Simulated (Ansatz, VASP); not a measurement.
## LiNbO3: VASP beside Ansatz

Contents of INCAR:

```
PREC = Accurate
ENCUT = 600
EDIFF = 1E-7
ISMEAR = 0
SIGMA = 0.02
LREAL = False
LASPH = True
NELM = 60
ALGO = Normal
ISIF = 3
LWAVE = False
LCHARG = False
GGA = PE
IBRION = 2
NSW = 100
EDIFFG = -0.01
```

The input KPOINTS:

```
regular mesh
0
Gamma
  10 10 10
```

Contents of POSCAR:

```
LiNbO3
1.0
   -1.9065050628      1.9065050628      5.1117350961
    1.9065050628     -1.9065050628      5.1117350961
    1.9065050628      1.9065050628     -5.1117350961
Li Nb O
1 1 3
Direct
    0.9929339405      0.9929339405      0.0000000000
    0.3493923877      0.3493923877      0.0000000000
    0.1783331792      0.1783331792      0.0000000000
    0.9074755413      0.4074755413      0.5000000000
    0.4074755413      0.9074755413      0.5000000000
```

Input for Ansatz:

```yaml
crystal:
  lattice:
    - [-1.9065050628, 1.9065050628, 5.1117350961]
    - [1.9065050628, -1.9065050628, 5.1117350961]
    - [1.9065050628, 1.9065050628, -5.1117350961]
  atoms:
    - { symbol: Li, position: [0.9929339405, 0.9929339405, 0.0] }
    - { symbol: Nb, position: [0.3493923877, 0.3493923877, 0.0] }
    - { symbol: O, position: [0.1783331792, 0.1783331792, 0.0] }
    - { symbol: O, position: [0.9074755413, 0.4074755413, 0.5] }
    - { symbol: O, position: [0.4074755413, 0.9074755413, 0.5] }
basis:
  ecutwfc: 420
kpoints:
  mp_grid: { grid: [10, 10, 10] }
hamiltonian:
  xc: pbe
scf:
  occupations: { method: gaussian, width: 0.02 }
output:
  forces: true
  stress: true
  eigenvalues: true
relax:
  adjacent_minimum: "off"
  f_tol: 0.01
  max_steps: 80
  cell: { stress_tol: 0.05 }
```

Alike in both runs: task relaxation of cell and atoms; functional PBE; k mesh 10 × 10 × 10; occupations gaussian, width 0.02 eV; no spin polarisation.

```csv
,VASP,Ansatz
version,VASP 6.6.1,Ansatz 0.2.0
potentials or method,"VASP PAW PBE potentials, release 64 (Li_sv, Nb_sv, O), cutoff 600 eV","scalar-relativistic, plane waves, PAW"
valence electrons in the cell,34,34
```

Ansatz gave:

| Quantity | Value |
| --- | --- |
| gap on the k mesh at the Fermi level, each at its own relaxed structure (eV) | 2.05 |
| relaxed volume (Å³/atom) | 14.88 |
| relaxed length of the cell vector where the two differ most in proportion (Å) | 5.787 |

Q: Estimate VASP's values.

A: gap on the k mesh at the Fermi level, each at its own relaxed structure (eV): 2.04; relaxed volume (Å³/atom): 14.82; relaxed length of the cell vector where the two differ most in proportion (Å): 5.776.

Noted on VASP's run: the cutoff is under 1.25 times that of the potentials, so the pressure is a little rough.
